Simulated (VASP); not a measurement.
# Na (I4/mmm) in VASP: a series of runs

Runs on Na. Level: PBE. Tasks: single point.

Everything below comes from runs of VASP 6.6.1. Logs are shortened: lines on timing, memory, paths and dates and some standing lists are left out, and cuts for length are marked.

**1. The cell of the first run**

The structure is tetragonal, space group I4/mmm (No. 139). Conventional cell: a = 4.447 Å, b = 4.447 Å, c = 4.023 Å, α = 90.00°, β = 90.00°, γ = 90.00°. Within 4.9 Å of Na (site symmetry 4/mmm) lie 14 Na at 3.73 to 4.45 Å.

**2. Single point, PBE (strain +0.050 along x and y, -0.050 along z)**

Input file INCAR:

```
  PREC = Accurate
  ENCUT = 520
  EDIFF = 1E-6
  ISMEAR = 0
  SIGMA = 0.15
  LREAL = F
  LASPH = T
  NELM = 60
  ALGO = Fast
  ISIF = 2
  LWAVE = F
  LCHARG = F
  GGA = PE
  NBANDS = 10
```

Input file KPOINTS:

```
regular mesh
0
Gamma
  16 16 16
```

Input file POSCAR:

```
Na
1.0
   -2.2233750000      2.2233750000      2.0116250000
    2.2233750000     -2.2233750000      2.0116250000
    2.2233750000      2.2233750000     -2.0116250000
Na
1
Direct
    0.0000000000      0.0000000000      0.0000000000
```

Potentials or basis: VASP PAW PBE potentials, release 64 (Na_pv).

On the command line:

```console
$ cat potpaw_PBE.64/Na_pv/POTCAR > POTCAR
$ mpirun -np 1 vasp_std > vasp.out
```

OUTCAR:

```text
PREC = Accurate
   ENCUT = 520
   EDIFF = 1E-6
   ISMEAR = 0
   LREAL = F
   LASPH = T
   NELM = 60
   ISIF = 2
   GGA = PE

 ion  position               nearest neighbor table
   1  0.000  0.000  0.000-

  LATTYP: Found a body centered tetragonal cell.
 ALAT       =     4.4467500000
 C/A-ratio  =     0.9047619048

  Lattice vectors:

 A1 = (  -2.2233750000,   2.2233750000,   2.0116250000)
 A2 = (   2.2233750000,  -2.2233750000,   2.0116250000)
 A3 = (   2.2233750000,   2.2233750000,  -2.0116250000)

Analysis of symmetry for initial positions (statically):
=====================================================================
 Subroutine PRICEL returns:
 Original cell was already a primitive cell.

 Routine SETGRP: Setting up the symmetry group for a
 body centered tetragonal supercell.

 Subroutine GETGRP returns: Found 16 space group operations
 (whereof 16 operations were pure point group operations)
 out of a pool of 16 trial point group operations.

The static configuration has the point symmetry D_4h.

Analysis of symmetry for dynamics (positions and initial velocities):
=====================================================================
 Subroutine PRICEL returns:
 Original cell was already a primitive cell.

 Routine SETGRP: Setting up the symmetry group for a
 body centered tetragonal supercell.

 Subroutine GETGRP returns: Found 16 space group operations
 (whereof 16 operations were pure point group operations)
 out of a pool of 16 trial point group operations.

The dynamic configuration has the point symmetry D_4h.

 Subroutine INISYM returns: Found 16 space group operations
 (whereof 16 operations are pure point group operations),
 and found     1 'primitive' translations

----------------------------------------------------------------------------------------

                                     Primitive cell

  volume of cell :      39.7770

  direct lattice vectors                    reciprocal lattice vectors
    -2.223375000  2.223375000  2.011625000     0.000000000  0.224883342  0.248555272
     2.223375000 -2.223375000  2.011625000     0.224883342  0.000000000  0.248555272
     2.223375000  2.223375000 -2.011625000     0.224883342  0.224883342  0.000000000

  length of vectors
     3.732750718  3.732750718  3.732750718     0.335189858  0.335189858  0.318033072

  position of ions in fractional coordinates (direct lattice)
     0.000000000  0.000000000  0.000000000

  ion indices of the primitive-cell ions
   primitive index   ion index
                 1           1

[... 77 lines left out ...]
   ISIF   =      2    stress and relaxation
   ISYM   =      2    0-nonsym 1-usesym 2-fastsym
   POTIM  = 0.5000    time-step for ionic-motion
   TEBEG  =    0.0;   TEEND  =   0.0 temperature during run
   PSTRESS=    0.0 pullay stress
   NELECT =       7.0000    total number of electrons
   NUPDOWN=      -1.0000    fix difference up-down
   EMIN   =  10.00;   EMAX   =-10.00  energy-range for DOS
   EFERMI =   0.00;   METHOD = LEGACY
   ISMEAR =     0;   SIGMA  =   0.15  broadening in eV -4-tet -1-fermi 0-gaus
   EFERMI_NEDOS =   21; number of points for ismear=-14 and -15
   IALGO  =     68    algorithm
   IMIX   =      4    mixing-type and parameters
     AMIX     =   0.40;   BMIX     =  1.00
     AMIX_MAG =   1.60;   BMIX_MAG =  1.00
  volume/ion in A,a.u.               =      39.78       268.43
  Fermi-wavevector in a.u.,A,eV,Ry     =   0.917410  1.733653 11.451217  0.841641
  Thomas-Fermi vector in A             =   2.042375
   LORBIT       =      0    0 simple, 1 ext, 2 COOP (PROOUT), +10 PAW based schemes
   GGA     = PE    functional components
   LHFCALC =     F    Hartree Fock is set to
   AEXX    =    0.0000 exact exchange contribution
   IVDW    =     0    specifies the selected vdW correction
   LEPSILON=     F    determine dielectric tensor
   LRPA    =     F    only Hartree local field effects (RPA)
 non-spin polarized calculation
 RMM-DIIS sequential band-by-band and
 Gauss-broadening in eV      SIGMA  =   0.15
  energy-cutoff  :      520.00
  volume of cell :       39.78
 maximum number of plane-waves:      1087
   NGX = 13   NGY = 13   NGZ = 13

 number of electron       7.0000008 magnetization

 Free energy of the ion-electron system (eV)
  ---------------------------------------------------
  ext. energy  EPLUGINS =         0.00000000
  ---------------------------------------------------
  free energy    TOTEN  =        -1.30791011 eV

  energy without entropy =       -1.30262948  energy(sigma->0) =       -1.30526979

 E-fermi :   0.1313     XC(G=0):  -6.3215

 val. band max:        0.1273370878   @ k =   0.5000   0.3750  -0.0000
 cond. band min:       0.1314417877   @ k =  -0.2500   0.3750   0.2500
 fundamental gap:      0.0041046999
 Fermi energy:         0.1312700245

 k-point     1 :       0.0000    0.0000    0.0000
  band No.  band energies     occupation
      1     -24.8255      2.00000
      2     -24.8249      2.00000
      3     -24.8249      2.00000
      4      -2.9988      2.00000
      5      10.4850      0.00000
      6      11.6744      0.00000
      7      11.9354      0.00000
      8      11.9354      0.00000
      9      11.9973      0.00000
     10      11.9973      0.00000
[... 287 lines left out ...]
 k-point    24 :      -0.0625    0.0625    0.0000
  band No.  band energies     occupation
      1     -24.8260      2.00000
      2     -24.8258      2.00000
      3     -24.8249      2.00000
      4      -2.9375      2.00000
      5       9.6303      0.00000
      6      11.2281      0.00000
      7      11.6210      0.00000
      8      11.7485      0.00000
      9      11.9654      0.00000
     10      12.5700      0.00000

 [... further k-points ...]

------------------------ aborting loop because EDIFF is reached ----------------------------------------

  FORCE on cell =-STRESS in cart. coord.  units (eV):
  Direction    XX          YY          ZZ          XY          YZ          ZX
  --------------------------------------------------------------------------------------
  -------------------------------------------------------------------------------------
  Total       -0.1623180     -0.1623180     -0.1043126      0.0000000     -0.0000000      0.0000000
  in kB       -6.5380002     -6.5380002     -4.2016027      0.0000000     -0.0000000      0.0000000
  external PRESSURE =      -5.7592010 kB  Pullay stress =       0.0000000 kB

 VOLUME and BASIS-vectors are now :
 -----------------------------------------------------------------------------
  energy-cutoff  :      520.00
  volume of cell :       39.78
      direct lattice vectors                 reciprocal lattice vectors
    -2.223375000  2.223375000  2.011625000     0.000000000  0.224883342  0.248555272
     2.223375000 -2.223375000  2.011625000     0.224883342  0.000000000  0.248555272
     2.223375000  2.223375000 -2.011625000     0.224883342  0.224883342  0.000000000

 POSITION                                       TOTAL-FORCE (eV/Angst)
 -----------------------------------------------------------------------------------
      0.00000      0.00000      0.00000         0.000000     -0.000000      0.000000
 -----------------------------------------------------------------------------------
    total drift:                               -0.000000     -0.000000     -0.000000

  FREE ENERGIE OF THE ION-ELECTRON SYSTEM (eV)
  ---------------------------------------------------
  free  energy   TOTEN  =        -1.3079101083 eV

  energy  without entropy=       -1.3026294798  energy(sigma->0) =       -1.30526979
```

OSZICAR:

```text
N       E                     dE             d eps       ncg     rms          rms(c)
DAV:   1     0.275890101904E+02    0.27589E+02   -0.37541E+03  6988   0.568E+02
DAV:   2    -0.706726151229E+00   -0.28296E+02   -0.28162E+02  7210   0.146E+02
DAV:   3    -0.130319497666E+01   -0.59647E+00   -0.59600E+00  8464   0.233E+01
DAV:   4    -0.130827917886E+01   -0.50842E-02   -0.50838E-02  8214   0.213E+00
DAV:   5    -0.130835544451E+01   -0.76266E-04   -0.76265E-04  7930   0.257E-01    0.201E-01
RMM:   6    -0.130809772927E+01    0.25772E-03   -0.24940E-04  9352   0.167E-01    0.136E-01
RMM:   7    -0.130790624917E+01    0.19148E-03   -0.57253E-04  9499   0.216E-01    0.159E-02
RMM:   8    -0.130790646477E+01   -0.21559E-06   -0.13262E-04  9587   0.198E-01    0.387E-03
RMM:   9    -0.130790933927E+01   -0.28745E-05   -0.26335E-05 10289   0.564E-02    0.247E-03
RMM:  10    -0.130791010828E+01   -0.76900E-06   -0.75632E-06  9862   0.455E-02
   1 F= -.13079101E+01 E0= -.13052698E+01  d E =-.528063E-02
```

stdout:

```text
POSCAR found type information on POSCAR Na
 POSCAR found :  1 types and       1 ions
 scaLAPACK will be used
 LDA part: xc-table for (Slater+PW92), standard interpolation
 POSCAR, INCAR and KPOINTS ok, starting setup
 FFT: planning ... GRIDC
 FFT: planning ... GRID_SOFT
 FFT: planning ... GRID
 WAVECAR not read
 entering main loop
```

Run time: 79 s. Hardware: 1 thread of Intel Xeon Platinum 8259CL at 2.50GHz (Skylake/Cascade Lake), shared host; peak memory 0.23 GiB.

Results:

```yaml
Free_energy: -1.3079 eV
Pressure: -0.6 GPa
```

Caveat: the cell differs from its parent crystal (strain +0.050 along x and y, -0.050 along z).

**3. Single point, PBE (strain +0.000 along x and y, +0.050 along z)**

Input file INCAR:

```
SYSTEM = Na
PREC     = Accurate       ! precision mode
ENCUT    = 520            ! plane-wave cutoff, eV
EDIFF    = 1E-6           ! SCF threshold, eV
ISMEAR   = 0              ! smearing method
SIGMA    = 0.15           ! smearing width, eV
LREAL    = .FALSE.        ! projectors in reciprocal space
LASPH    = .TRUE.         ! aspherical terms in the spheres
NELM     = 100            ! most SCF steps
ALGO     = Normal         ! electronic algorithm
ISIF     = 2              ! what is computed and relaxed
LWAVE    = .FALSE.        ! write WAVECAR
LCHARG   = .FALSE.        ! write CHGCAR
GGA      = PE             ! functional
NBANDS   = 10             ! bands
```

Input file KPOINTS:

```
Automatic mesh
0
G
  16 16 16
  0 0 0
```

Input file POSCAR:

```
Na
1.0
   -2.1175000000      2.1175000000      2.2233750000
    2.1175000000     -2.1175000000      2.2233750000
    2.1175000000      2.1175000000     -2.2233750000
Na
1
Direct
    0.0000000000      0.0000000000      0.0000000000
```

Potentials or basis: VASP PAW PBE potentials, release 64 (Na_pv).

On the command line:

```console
$ cat potpaw_PBE.64/Na_pv/POTCAR > POTCAR
$ mpirun -np 1 vasp_std > vasp.out
```

It took 61 s on 1 thread of Intel Xeon Platinum 8259CL at 2.50GHz (Skylake/Cascade Lake), shared host; peak memory 0.23 GiB.

It converged, with:

```yaml
Free_energy: -1.3091 eV
Pressure: -0.5 GPa
```

Levels at points of the mesh, in eV from the Fermi level:
```
           k point  band 2  band 3  band 4  band 5  band 6  band 7
(0.00, 0.00, 0.00)  -24.96  -24.96   -3.13   11.06   11.06   11.75
(0.50, 0.00, 0.00)  -24.97  -24.96    0.69    1.07    8.12    8.88
(0.50, 0.50, 0.00)  -24.97  -24.96    0.86    1.29    7.54    8.30
(0.50, 0.50, 0.50)  -24.98  -24.98    4.14    4.17    4.61    4.93
```

Caveat: the cell differs from its parent crystal (strain +0.000 along x and y, +0.050 along z).

**4. Single point, PBE (strain +0.050 along x and y, -0.025 along z)**

Input file INCAR:

```
ALGO = Normal
EDIFF = 1E-6
ENCUT = 520
GGA = PE
ISIF = 2
ISMEAR = 0
LASPH = T
LCHARG = T
LELF = T
LREAL = F
LVHAR = T
LWAVE = F
NBANDS = 10
NELM = 100
PREC = Accurate
SIGMA = 0.15
```

Input file KPOINTS:

```
k-points
0
Gamma
  16 16 16
```

Input file POSCAR:

```
Na
1.0
   -2.2233750000      2.2233750000      2.0645625000
    2.2233750000     -2.2233750000      2.0645625000
    2.2233750000      2.2233750000     -2.0645625000
Na
1
Direct
    0.0000000000      0.0000000000      0.0000000000
```

On the command line:

```console
$ cat potpaw_PBE.64/Na_pv/POTCAR > POTCAR
$ mpirun -np 1 vasp_std > vasp.out
```

Wall time 64 s (1 thread of Intel Xeon Platinum 8259CL at 2.50GHz (Skylake/Cascade Lake), shared host); peak memory 0.24 GiB.

The run converged. Its results:

| Quantity | Value |
| --- | --- |
| Free energy | -1.3051 eV |
| Pressure | -0.7 GPa |

Stress tensor (GPa, compression positive):
```
-0.71  0.00  0.00
 0.00 -0.71  0.00
 0.00  0.00 -0.56
```

Levels at points of the mesh, in eV from the Fermi level:
```
           k point  band 1  band 2  band 3  band 4  band 5  band 6  band 7  band 8  band 9
(0.00, 0.00, 0.00)  -24.98  -24.98  -24.98   -3.08   10.44   11.53   11.53   11.56   11.86
(0.50, 0.00, 0.00)  -25.01  -24.99  -24.98    0.83    1.24    7.54    8.25    8.43    9.50
(0.50, 0.50, 0.00)  -25.01  -24.99  -24.98    0.58    0.90    8.46    9.15    9.37   10.01
(0.50, 0.50, 0.50)  -25.00  -25.00  -25.00    4.08    4.19    4.19    4.54    5.42    7.08
```

Caveat: the cell differs from its parent crystal (strain +0.050 along x and y, -0.025 along z).

**5. Single point, PBE (strain +0.050 along x and y, +0.000 along z)**

INCAR, as its differences from that of step 4:

```diff
@@ -7,6 +7,4 @@
 LASPH = T
-LCHARG = T
-LELF = T
+LCHARG = F
 LREAL = F
-LVHAR = T
 LWAVE = F
```

KPOINTS is that of step 4.

Input file POSCAR:

```
Na
1.0
   -2.2233750000      2.2233750000      2.1175000000
    2.2233750000     -2.2233750000      2.1175000000
    2.2233750000      2.2233750000     -2.1175000000
Na
1
Direct
    0.0000000000      0.0000000000      0.0000000000
```

Potentials or basis: VASP PAW PBE potentials, release 64 (Na_pv).

On the command line:

```console
$ cat potpaw_PBE.64/Na_pv/POTCAR > POTCAR
$ mpirun -np 1 vasp_std > vasp.out
```

OUTCAR:

```text
EDIFF = 1E-6
   ENCUT = 520
   GGA = PE
   ISIF = 2
   ISMEAR = 0
   LASPH = T
   LREAL = F
   NELM = 100
   PREC = Accurate

 ion  position               nearest neighbor table
   1  0.000  0.000  0.000-

  LATTYP: Found a body centered tetragonal cell.
 ALAT       =     4.4467500000
 C/A-ratio  =     0.9523809524

  Lattice vectors:

 A1 = (  -2.2233750000,   2.2233750000,   2.1175000000)
 A2 = (   2.2233750000,  -2.2233750000,   2.1175000000)
 A3 = (   2.2233750000,   2.2233750000,  -2.1175000000)

Analysis of symmetry for initial positions (statically):
=====================================================================
 Subroutine PRICEL returns:
 Original cell was already a primitive cell.

 Routine SETGRP: Setting up the symmetry group for a
 body centered tetragonal supercell.

 Subroutine GETGRP returns: Found 16 space group operations
 (whereof 16 operations were pure point group operations)
 out of a pool of 16 trial point group operations.

The static configuration has the point symmetry D_4h.

Analysis of symmetry for dynamics (positions and initial velocities):
[... 162 lines left out ...]
 Fermi energy:         0.0002135983

 k-point     1 :       0.0000    0.0000    0.0000
  band No.  band energies     occupation
      1     -25.0040      2.00000
      2     -25.0039      2.00000
      3     -25.0039      2.00000
      4      -3.0296      2.00000
      5      10.5180      0.00000
      6      11.2152      0.00000
      7      11.2152      0.00000
      8      11.5655      0.00000
      9      11.9146      0.00000
     10      11.9146      0.00000
[... 287 lines left out ...]
 k-point    24 :      -0.0625    0.0625    0.0000
  band No.  band energies     occupation
      1     -25.0047      2.00000
      2     -25.0043      2.00000
      3     -25.0038      2.00000
      4      -2.9684      2.00000
      5       9.6320      0.00000
      6      10.8166      0.00000
      7      10.9199      0.00000
      8      11.1406      0.00000
      9      11.6148      0.00000
     10      11.9767      0.00000

 [... further k-points ...]

------------------------ aborting loop because EDIFF is reached ----------------------------------------

  FORCE on cell =-STRESS in cart. coord.  units (eV):
  Direction    XX          YY          ZZ          XY          YZ          ZX
  --------------------------------------------------------------------------------------
  -------------------------------------------------------------------------------------
  Total       -0.2099221     -0.2099221     -0.1891158      0.0000000      0.0000000      0.0000000
  in kB       -8.0326706     -8.0326706     -7.2365147      0.0000000      0.0000000      0.0000000
  external PRESSURE =      -7.7672853 kB  Pullay stress =       0.0000000 kB

 VOLUME and BASIS-vectors are now :
 -----------------------------------------------------------------------------
  energy-cutoff  :      520.00
  volume of cell :       41.87
      direct lattice vectors                 reciprocal lattice vectors
    -2.223375000  2.223375000  2.117500000     0.000000000  0.224883342  0.236127509
     2.223375000 -2.223375000  2.117500000     0.224883342  0.000000000  0.236127509
     2.223375000  2.223375000 -2.117500000     0.224883342  0.224883342  0.000000000

 POSITION                                       TOTAL-FORCE (eV/Angst)
 -----------------------------------------------------------------------------------
      0.00000      0.00000      0.00000         0.000000     -0.000000      0.000000
 -----------------------------------------------------------------------------------
    total drift:                                0.000000     -0.000000      0.000000

  FREE ENERGIE OF THE ION-ELECTRON SYSTEM (eV)
  ---------------------------------------------------
  free  energy   TOTEN  =        -1.3009811699 eV

  energy  without entropy=       -1.2955449194  energy(sigma->0) =       -1.29826304
```

Wall time 2.4 min (1 thread of Oxide Virtual Turin-like, shared host); peak memory 0.2 GiB.

Results:

- Free energy: -1.3010 eV
- Pressure: -0.8 GPa

Caveat: the cell differs from its parent crystal (strain +0.050 along x and y, +0.000 along z).

**6. The runs side by side**

| cell | gap on the mesh (eV) | pressure (GPa) |
| --- | --- | --- |
| a = 3.733 Å, angles 106.9, 106.9, 114.8°, 1 atom | none | -0.6 |
| a = 3.730 Å, angles 110.8, 110.8, 106.8°, 1 atom | none | -0.5 |
| a = 3.762 Å, angles 107.5, 107.5, 113.4°, 1 atom | none | -0.7 |
| a = 3.791 Å, angles 108.2, 108.2, 112.1°, 1 atom | none | -0.8 |

Alike in all rows: task single point; level PBE; potentials or basis VASP PAW PBE potentials, release 64 (Na_pv); no spin polarisation; k mesh 16 × 16 × 16; cutoff (eV) 520; smearing gaussian 0.15 eV.

Total energies depend on the potentials used, so only differences within one code and one set of settings carry meaning.
